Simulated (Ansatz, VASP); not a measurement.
**MgO: VASP beside Ansatz**

POSCAR

```
MgO
1.0
    2.1022009521      2.1022009521      0.0000000000
   -2.1022009521      2.1022009521      0.0000000000
    0.1783776658      0.1783776658      4.2044019043
Mg O
2 2
Direct
    0.0000000000      0.0000000000      0.0000000000
    0.5000000000      0.5000000000      0.5000000000
    0.5000000000      0.5000000000      0.0000000000
    0.0000000000      0.0000000000      0.5000000000
```

INCAR.step1

```
ALGO = Normal
EDIFF = 1E-4
ENCUT = 520
GGA = PE
ISMEAR = 0
LASPH = T
LCHARG = F
LREAL = F
LWAVE = T
NBANDS = 16
NELM = 60
PREC = Accurate
SIGMA = 0.02
```

INCAR.step2

```
ALGO = Normal
EDIFF = 1E-6
ENCUT = 520
ISIF = 2
ISMEAR = 0
ISTART = 1
LASPH = T
LCHARG = F
LMIXTAU = T
LREAL = F
LWAVE = F
METAGGA = R2SCAN
NBANDS = 16
NELM = 60
PREC = Accurate
SIGMA = 0.02
```

KPOINTS

```
k-points
0
Gamma
  8 8 6
```

Input for Ansatz:

```yaml
crystal:
  lattice:
    - [2.1022009521, 2.1022009521, 0.0]
    - [-2.1022009521, 2.1022009521, 0.0]
    - [0.1783776658, 0.1783776658, 4.2044019043]
  atoms:
    - { symbol: Mg, position: [0.0, 0.0, 0.0] }
    - { symbol: Mg, position: [0.5, 0.5, 0.5] }
    - { symbol: O, position: [0.5, 0.5, 0.0] }
    - { symbol: O, position: [0.0, 0.0, 0.5] }
basis:
  ecutwfc: 500
kpoints:
  mp_grid: { grid: [8, 8, 6] }
  band_path: { path: [VBM, CBM], npoints: 2 }
hamiltonian:
  xc: r2scan
scf:
  occupations: { method: gaussian, width: 0.02 }
output:
  forces: true
  stress: true
  eigenvalues: true
checkpoint:
  read: start.run
  write: ck
  compress: false
  write_wavefunctions: false
  write_every: 100000
```

Alike in both runs: task single point; functional r2SCAN; k mesh 8 × 8 × 6; occupations gaussian, width 0.02 eV; no spin polarisation.

|  | VASP | Ansatz |
| --- | --- | --- |
| version | VASP 6.6.1 | Ansatz 0.2.0 |
| potentials or method | VASP PAW PBE potentials, release 64 (Mg, O), cutoff 520 eV | scalar-relativistic, plane waves, PAW |
| valence electrons in the cell | 16 | 32 |

|  | VASP | Ansatz | Ansatz less VASP |
| --- | --- | --- | --- |
| gap on the k mesh at the Fermi level (eV) | 5.38 | 5.41 | +0.027 |
| least direct gap on the mesh (eV) | 5.38 | 5.41 | +0.027 |
| pressure (GPa) | -1.1 | 0.0 | +1.15 |
| traceless stress, the component that is largest in VASP (GPa) | -6.65 | -6.60 | +0.051 |

VASP's potentials were made for PBE, not for r2SCAN. With one functional, cell and mesh, what is left measures potentials, basis and numerics. VASP's potentials hold 16 valence electrons a cell and Ansatz's 32, so a difference there can come from the potentials and not from the codes.
